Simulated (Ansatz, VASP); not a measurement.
# One calculation of MnSb, two programs

Contents of INCAR:

```
  PREC = Accurate
  ENCUT = 520
  EDIFF = 1E-7
  ISMEAR = -1
  SIGMA = 0.025
  LREAL = False
  LASPH = True
  NELM = 150
  ALGO = Normal
  ISIF = 2
  LWAVE = False
  LCHARG = False
  ISPIN = 2
  MAGMOM = 4 0
  LORBIT = 11
  LMAXMIX = 4
  GGA = PE
  NBANDS = 20
```

KPOINTS

```
regular mesh
0
Gamma
  11 11 11
```

POSCAR

```
MnSb
1.0
    0.0000000000      2.7674782250      2.8509163200
    2.7674782250      0.0000000000      2.8509163200
    2.7674782250      2.7674782250      0.0000000000
Mn Sb
1 1
Direct
    0.0000000000      0.0000000000      0.0000000000
    0.5000000000      0.5000000000      0.5000000000
```

Input for Ansatz:

```yaml
crystal:
  lattice:
    - [0.0, 2.767478225, 2.85091632]
    - [2.767478225, 0.0, 2.85091632]
    - [2.767478225, 2.767478225, 0.0]
  atoms:
    - { symbol: Mn, position: [0.0, 0.0, 0.0], spin: 4.0 }
    - { symbol: Sb, position: [0.5, 0.5, 0.5] }
magnetization:
  spin_polarized: true
kpoints:
  mp_grid: { grid: [11, 11, 11] }
scf:
  occupations: { method: fermi_dirac, width: 0.025 }
  lower_state_search: "off"
hamiltonian:
  xc: pbe
  pseudopotentials: { kind: paw }
output:
  forces: true
  stress: true
  eigenvalues: true
```

Change from the starting cell: stretched by +2 % along [0.0, 0.0, 1.0] at fixed volume; collinear moments without spin-orbit coupling, PAW files.

Alike in both runs: task single point; functional PBE; k mesh 11 × 11 × 11; occupations fermi-dirac, width 0.025 eV; collinear spin.

|  | VASP | Ansatz |
| --- | --- | --- |
| version | VASP 6.6.1 | Ansatz 0.2.0 |
| potentials or method | VASP PAW PBE potentials, release 64 (Mn_pv, Sb) | PAW with Ansatz's default frozen-core files, scalar-relativistic |
| plane-wave cutoff (eV) | 520 | 420 |
| valence electrons in the cell | 18 | 30 |

```csv
,VASP,Ansatz,Ansatz less VASP
pressure (GPa),-0.4,-0.4,+0.02
"traceless stress, the component that is largest in VASP (GPa)",-2.21,-2.22,-0.005
net moment per atom (μB),1.90,1.91,+0.003
size of the moment on the site where the two differ most (μB),3.74,3.77,+0.031
```

Site moments also hang on the region over which each program counts them. With one functional, cell and mesh, what is left measures potentials, basis and numerics. VASP's potentials hold 18 valence electrons a cell and Ansatz's 30, so a difference there can come from the potentials and not from the codes.

Spin-orbit coupling is off throughout.
